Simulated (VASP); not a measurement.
# Bi in VASP: a series of runs

Runs on Bi. Level: PBE. Tasks: single point.

Program: VASP 6.6.1. These are calculated values, not measurements. Logs are shortened: lines on timing, memory, paths and dates and some standing lists are left out, and cuts for length are marked.

### Step 1. The cell of the first run

The cell holds a slab with vacuum, 2 atoms: a = 4.558 Å, b = 4.558 Å, c = 28.000 Å, α = 90.00°, β = 90.00°, γ = 120.00°.

### Step 2. Single point, PBE

Contents of INCAR:

```
PREC = Accurate ; ENCUT = 520
EDIFF = 1E-6 ; ISMEAR = 0
SIGMA = 0.02 ; LREAL = False
LASPH = True ; NELM = 80
ALGO = Normal ; ISIF = 2
LWAVE = False ; LCHARG = True
LDIPOL = True ; IDIPOL = 3
DIPOL = 0.5 0.5 0.500 ; GGA = PE
LELF = True ; LVHAR = True
LVACPOTAV = True ; NBANDS = 22
```

Contents of KPOINTS:

```
Automatic mesh
0
Gamma
  9 9 1
```

Contents of POSCAR:

```
Bi
1.0
    4.5580000000      0.0000000000      0.0000000000
   -2.2790000000      3.9473437904      0.0000000000
    0.0000000000      0.0000000000     28.0000000000
Bi
2
Direct
    0.3333333333      0.6666666667      0.5198035714
    0.6666666667      0.3333333333      0.4801964286
```

Potentials or basis: VASP PAW PBE potentials, release 64 (Bi_d).

Run with:

```bash
cat potpaw_PBE.64/Bi_d/POTCAR > POTCAR
mpirun -np 1 vasp_std > vasp.out
```

OUTCAR:

```text
PREC = Accurate
   ENCUT = 520
   EDIFF = 1E-6
   ISMEAR = 0
   LREAL = False
   LASPH = True
   NELM = 80
   ISIF = 2
   GGA = PE

 ion  position               nearest neighbor table
   1  0.333  0.667  0.520-   2 2.86   2 2.86   2 2.86
   2  0.667  0.333  0.480-   1 2.86   1 2.86   1 2.86

  LATTYP: Found a hexagonal cell.
 ALAT       =     4.5580000000
 C/A-ratio  =     6.1430451953

  Lattice vectors:

 A1 = (   4.5580000000,   0.0000000000,   0.0000000000)
 A2 = (  -2.2790000000,   3.9473437904,   0.0000000000)
 A3 = (   0.0000000000,   0.0000000000,  28.0000000000)

Analysis of symmetry for initial positions (statically):
=====================================================================
 Subroutine PRICEL returns:
 Original cell was already a primitive cell.

 Routine SETGRP: Setting up the symmetry group for a
 hexagonal supercell.

 Subroutine GETGRP returns: Found 12 space group operations
 (whereof 12 operations were pure point group operations)
 out of a pool of 24 trial point group operations.

The static configuration has the point symmetry D_3d.

Analysis of symmetry for dynamics (positions and initial velocities):
=====================================================================
 Subroutine PRICEL returns:
 Original cell was already a primitive cell.

 Routine SETGRP: Setting up the symmetry group for a
 hexagonal supercell.

 Subroutine GETGRP returns: Found 12 space group operations
 (whereof 12 operations were pure point group operations)
 out of a pool of 24 trial point group operations.

The dynamic configuration has the point symmetry D_3d.

 Subroutine INISYM returns: Found 12 space group operations
 (whereof 12 operations are pure point group operations),
 and found     1 'primitive' translations

----------------------------------------------------------------------------------------

                                     Primitive cell

  volume of cell :     503.7758

  direct lattice vectors                    reciprocal lattice vectors
     4.558000000  0.000000000  0.000000000     0.219394471  0.126667457  0.000000000
    -2.279000000  3.947343790  0.000000000     0.000000000  0.253334914  0.000000000
     0.000000000  0.000000000 28.000000000     0.000000000  0.000000000  0.035714286

  length of vectors
     4.558000000  4.558000000 28.000000000     0.253334914  0.253334914  0.035714286

  position of ions in fractional coordinates (direct lattice)
     0.333333333  0.666666667  0.519803571
     0.666666667  0.333333333  0.480196429

  ion indices of the primitive-cell ions
   primitive index   ion index
                 1           1
                 2           2

----------------------------------------------------------------------------------------

 KPOINTS: Automatic mesh

Automatic generation of k-mesh.
 Grid dimensions read from file:
 generate k-points for:    9    9    1

 Generating k-lattice:

  Cartesian coordinates                     Fractional coordinates (reciprocal lattice)
     0.024377163  0.014074162  0.000000000     0.111111111  0.000000000  0.000000000
     0.000000000  0.028148324  0.000000000     0.000000000  0.111111111  0.000000000
     0.000000000  0.000000000  0.035714286     0.000000000  0.000000000  1.000000000

  Length of vectors
     0.028148324  0.028148324  0.035714286

  Shift w.r.t. Gamma in fractional coordinates (k-lattice)
     0.000000000  0.000000000  0.000000000

 Subroutine IBZKPT returns following result:
 ===========================================

 Found     12 irreducible k-points:

 Following reciprocal coordinates:
            Coordinates               Weight
  0.000000  0.000000  0.000000      1.000000
  0.111111  0.000000  0.000000      6.000000
  0.222222 -0.000000  0.000000      6.000000
  0.333333 -0.000000  0.000000      6.000000
  0.444444 -0.000000  0.000000      6.000000
  0.111111  0.111111  0.000000      6.000000
  0.222222  0.111111  0.000000     12.000000
  0.333333  0.111111  0.000000     12.000000
  0.444444  0.111111  0.000000      6.000000
  0.222222  0.222222  0.000000      6.000000
  0.333333  0.222222  0.000000     12.000000
  0.333333  0.333333  0.000000      2.000000
   k-points           NKPTS =     12   k-points in BZ     NKDIM =     12   number of bands    NBANDS=     22
   number of dos      NEDOS =    301   number of ions     NIONS =      2
   total plane-waves  NPLWV = 272160
   dimension x,y,z NGX =    36 NGY =   36 NGZ =  210
   dimension x,y,z NGXF=    72 NGYF=   72 NGZF=  420
   ions per type =               2
   NGX,Y,Z   is equivalent  to a cutoff of  13.13, 13.13, 12.47 a.u.
   NGXF,Y,Z  is equivalent  to a cutoff of  26.26, 26.26, 24.94 a.u.
 SYSTEM =  unknown system
   PREC   = accura    normal or accurate (medium, high low for compatibility)
   ISTART =      0    job   : 0-new  1-cont  2-samecut
   ICHARG =      2    charge: 1-file 2-atom 10-const
   ISPIN  =      1    spin polarized calculation?
   LNONCOLLINEAR =      F non collinear calculations
   LSORBIT =      F    spin-orbit coupling
   LASPH  =      T    aspherical Exc in radial PAW
   ENCUT  =  520.0 eV  38.22 Ry    6.18 a.u.   8.47  8.47 52.06*2*pi/ulx,y,z
   NELM   =     80;   NELMIN=  2; NELMDL= -5     # of ELM steps
   EDIFF  = 0.1E-05   stopping-criterion for ELM
   LREAL  =      F    real-space projection
   EDIFFG = 0.1E-04   stopping-criterion for IOM
   NSW    =      0    number of steps for IOM
   IBRION =     -1    ionic relax: 0-MD 1-quasi-New 2-CG
   NFREE  =      0    steps in history (QN), initial steepest desc. (CG)
   ISIF   =      2    stress and relaxation
   ISYM   =      2    0-nonsym 1-usesym 2-fastsym
   POTIM  = 0.5000    time-step for ionic-motion
   TEBEG  =    0.0;   TEEND  =   0.0 temperature during run
   PSTRESS=    0.0 pullay stress
   NELECT =      30.0000    total number of electrons
   NUPDOWN=      -1.0000    fix difference up-down
   EMIN   =  10.00;   EMAX   =-10.00  energy-range for DOS
   EFERMI =   0.00;   METHOD = LEGACY
   ISMEAR =     0;   SIGMA  =   0.02  broadening in eV -4-tet -1-fermi 0-gaus
   EFERMI_NEDOS =   21; number of points for ismear=-14 and -15
   IALGO  =     38    algorithm
   IMIX   =      4    mixing-type and parameters
     AMIX     =   0.40;   BMIX     =  1.00
     AMIX_MAG =   1.60;   BMIX_MAG =  1.00
  volume/ion in A,a.u.               =     251.89      1699.82
  Fermi-wavevector in a.u.,A,eV,Ry     =   0.639297  1.208097  5.560714  0.408701
  Thomas-Fermi vector in A             =   1.704925
   LORBIT       =      0    0 simple, 1 ext, 2 COOP (PROOUT), +10 PAW based schemes
   GGA     = PE    functional components
   LHFCALC =     F    Hartree Fock is set to
   AEXX    =    0.0000 exact exchange contribution
   IVDW    =     0    specifies the selected vdW correction
   LEPSILON=     F    determine dielectric tensor
   LRPA    =     F    only Hartree local field effects (RPA)
 non-spin polarized calculation
 Gauss-broadening in eV      SIGMA  =   0.02
  energy-cutoff  :      520.00
  volume of cell :      503.78
 maximum number of plane-waves:     13659
 NGX is ok and might be reduce to    36
   NGX = 17   NGY = 17   NGZ =105

 dipolmoment           0.000000      0.000000      0.000000 electrons x Angstroem

 number of electron      29.9999991 magnetization

 dipolmoment           0.000000      0.000000     -0.000000 electrons x Angstroem

 Free energy of the ion-electron system (eV)
  ---------------------------------------------------
  ext. energy  EPLUGINS =         0.00000000
  ---------------------------------------------------
  free energy    TOTEN  =        -6.64180915 eV

  energy without entropy =       -6.64180915  energy(sigma->0) =       -6.64180915

 E-fermi :  -2.3735     XC(G=0):  -1.7855

 val. band max:       -2.4455437115   @ k =   0.1111   0.1111   0.0000
 cond. band min:      -2.3010326320   @ k =   0.4444  -0.0000   0.0000
 fundamental gap:      0.1445110795
 Fermi energy:        -2.3735421427

 k-point     1 :       0.0000    0.0000    0.0000
  band No.  band energies     occupation
      1     -25.7892      2.00000
      2     -25.7892      2.00000
      3     -25.6082      2.00000
      4     -25.6082      2.00000
      5     -25.4346      2.00000
      6     -25.3842      2.00000
[... 14 lines left out ...]
     21       1.5641      0.00000
     22       1.9397      0.00000

 k-point     2 :       0.1111    0.0000    0.0000
  band No.  band energies     occupation
      1     -25.7930      2.00000
      2     -25.7842      2.00000
      3     -25.6003      2.00000
      4     -25.5942      2.00000
      5     -25.4320      2.00000
      6     -25.3977      2.00000
[... 14 lines left out ...]
     21       1.7032      0.00000
     22       2.0557      0.00000

 k-point     3 :       0.2222   -0.0000    0.0000
  band No.  band energies     occupation
      1     -25.8005      2.00000
      2     -25.7675      2.00000
      3     -25.5834      2.00000
      4     -25.5588      2.00000
      5     -25.4463      2.00000
      6     -25.4122      2.00000
[... 14 lines left out ...]
     21       2.0325      0.00000
     22       2.3927      0.00000

 k-point     4 :       0.3333   -0.0000    0.0000
  band No.  band energies     occupation
      1     -25.8061      2.00000
      2     -25.7379      2.00000
      3     -25.5699      2.00000
      4     -25.5144      2.00000
      5     -25.5046      2.00000
      6     -25.3847      2.00000
[... 14 lines left out ...]
     21       2.6165      0.00000
     22       2.9108      0.00000

 k-point     5 :       0.4444   -0.0000    0.0000
  band No.  band energies     occupation
      1     -25.8086      2.00000
      2     -25.7046      2.00000
      3     -25.5641      2.00000
      4     -25.5570      2.00000
      5     -25.4753      2.00000
      6     -25.3841      2.00000
[... 117 lines left out ...]
 k-point    10 :       0.2222    0.2222    0.0000
  band No.  band energies     occupation
      1     -25.8223      2.00000
      2     -25.7020      2.00000
      3     -25.5480      2.00000
      4     -25.5249      2.00000
      5     -25.5027      2.00000
      6     -25.4065      2.00000
[... 14 lines left out ...]
     21       2.9265      0.00000
     22       3.3429      0.00000

 k-point    11 :       0.3333    0.2222    0.0000
  band No.  band energies     occupation
      1     -25.8294      2.00000
      2     -25.6578      2.00000
      3     -25.5768      2.00000
      4     -25.5199      2.00000
      5     -25.4744      2.00000
      6     -25.4108      2.00000
[... 14 lines left out ...]
     21       3.3695      0.00000
     22       3.6520      0.00000

 k-point    12 :       0.3333    0.3333    0.0000
  band No.  band energies     occupation
      1     -25.8350      2.00000
      2     -25.6134      2.00000
      3     -25.6134      2.00000
      4     -25.4766      2.00000
      5     -25.4766      2.00000
      6     -25.4418      2.00000
[... 14 lines left out ...]
     21       3.0699      0.00000
     22       3.9895      0.00000

------------------------ aborting loop because EDIFF is reached ----------------------------------------

  FORCE on cell =-STRESS in cart. coord.  units (eV):
  Direction    XX          YY          ZZ          XY          YZ          ZX
  --------------------------------------------------------------------------------------
  -------------------------------------------------------------------------------------
  Total        4.0901709      4.0901709      3.0466744      0.0000000      0.0000000      0.0000000
  in kB       13.0081258     13.0081258      9.6894542      0.0000000      0.0000000      0.0000000
  external PRESSURE =      11.9019020 kB  Pullay stress =       0.0000000 kB

 VOLUME and BASIS-vectors are now :
 -----------------------------------------------------------------------------
  energy-cutoff  :      520.00
  volume of cell :      503.78
      direct lattice vectors                 reciprocal lattice vectors
     4.558000000  0.000000000  0.000000000     0.219394471  0.126667457  0.000000000
    -2.279000000  3.947343790  0.000000000     0.000000000  0.253334914  0.000000000
     0.000000000  0.000000000 28.000000000     0.000000000  0.000000000  0.035714286

 POSITION                                       TOTAL-FORCE (eV/Angst)
 -----------------------------------------------------------------------------------
     -0.00000      2.63156     14.55450         0.000000      0.000000      2.776968
      2.27900      1.31578     13.44550        -0.000000     -0.000000     -2.776968
 -----------------------------------------------------------------------------------
    total drift:                               -0.000000      0.000000     -0.000000

  FREE ENERGIE OF THE ION-ELECTRON SYSTEM (eV)
  ---------------------------------------------------
  free  energy   TOTEN  =        -6.6418091502 eV

  energy  without entropy=       -6.6418091462  energy(sigma->0) =       -6.64180915

 vacuum level on the upper side and lower side of the slab         1.493         1.493
```

Run time: 1.8 min. Hardware: 1 thread of Intel Xeon 6975P-C (Granite Rapids), shared host; peak memory 0.58 GiB.

Results:

* Free energy: -6.6418 eV
* Largest force: 2.777 eV/Å
* Band gap on the k mesh: 0.14 eV, indirect (the least direct gap lies 4.1 meV higher)

Forces in eV/Å, atoms in the order of the input:
```
Bi   0.000  0.000  2.777
Bi   0.000  0.000 -2.777
```

Caveat: spin-orbit coupling is left out, which moves the levels of the heavy elements.

### Step 3. Single point, PBE

Contents of INCAR:

```
ALGO = Normal ; DIPOL = 0.5 0.5 0.500
EDIFF = 1E-6 ; ENCUT = 520
GGA = PE ; IDIPOL = 3
ISIF = 2 ; ISMEAR = 0
LASPH = T ; LCHARG = F
LDIPOL = T ; LREAL = F
LWAVE = F ; NBANDS = 22
NELM = 80 ; PREC = Accurate
SIGMA = 0.02
```

Contents of KPOINTS:

```
k-points
0
Gamma
  9 9 1
```

Contents of POSCAR:

```
Bi
1.0
    4.5580000000      0.0000000000      0.0000000000
   -2.2790000000      3.9473437904      0.0000000000
    0.0000000000      0.0000000000     28.0000000000
Bi
2
Direct
    0.3333333333      0.6666666667      0.5330178571
    0.6666666667      0.3333333333      0.4669821429
```

Potentials or basis: VASP PAW PBE potentials, release 64 (Bi_d).

Run with:

```bash
cat potpaw_PBE.64/Bi_d/POTCAR > POTCAR
mpirun -np 1 vasp_std > vasp.out
```

Run time: 2.1 min. Hardware: 1 thread of Intel Xeon 6975P-C (Granite Rapids), shared host; peak memory 0.57 GiB.

Results (log left out):

- Free energy: -7.3498 eV
- Largest force: 1.221 eV/Å
- Band gap on the k mesh: 0.49 eV, direct

Forces on the atoms (eV/Å):
```
Bi   0.000  0.000 -1.221
Bi   0.000  0.000  1.221
```

Levels at points of the mesh, in eV from the valence-band top:
| k point | band 11 | band 12 | band 13 | band 14 | band 15 | band 16 | band 17 | band 18 | band 19 | band 20 |
| --- | --- | --- | --- | --- | --- | --- | --- | --- | --- | --- |
| (0.00, 0.00, 0.00) | -11.60 | -8.69 | -0.72 | 0.00 | 0.00 | 0.49 | 2.20 | 2.20 | 3.70 | 3.82 |

Caveat: spin-orbit coupling is left out, which moves the levels of the heavy elements.
